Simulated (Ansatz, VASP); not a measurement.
# MgO in VASP and in Ansatz

```
CELL_PARAMETERS angstrom
3.23992 0.00000 0.00000
-1.61996 2.80585 0.00000
0.00000 0.00000 5.21822
ATOMIC_POSITIONS crystal
Mg 0.33333 0.66667 0.95644
Mg 0.66667 0.33333 0.45644
O 0.33333 0.66667 0.40094
O 0.66667 0.33333 0.90094
```

Alike in both runs: task single point; functional PBEsol; k mesh 9 × 9 × 6; occupations gaussian, width 0.05 eV; no spin polarisation.

|  | VASP | Ansatz |
| --- | --- | --- |
| version | VASP 6.6.1 | Ansatz 0.2.0 |
| potentials or method | VASP PAW PBE potentials, release 64 (Mg, O), cutoff 520 eV | scalar-relativistic, plane waves, PAW |
| valence electrons in the cell | 16 | 32 |

VASP gave:

```
gap on the k mesh at the Fermi level (eV)                     : 3.08
least direct gap on the mesh (eV)                             : 3.08
pressure (GPa)                                                : 4.8
traceless stress, the component that is largest in VASP (GPa) : -15.79
rms of the force components (eV/Å)                            : 0.465
```

Which values does Ansatz return?

gap on the k mesh at the Fermi level (eV): 3.09; least direct gap on the mesh (eV): 3.09; pressure (GPa): 4.9; traceless stress, the component that is largest in VASP (GPa): -15.57; rms of the force components (eV/Å): 0.459.

VASP's potentials were made for PBE, not for PBEsol, and Ansatz warns of the same on its side. Atom by atom the forces differ by 0.007 eV/Å (rms over components). VASP's potentials hold 16 valence electrons a cell and Ansatz's 32, so a difference there can come from the potentials and not from the codes.
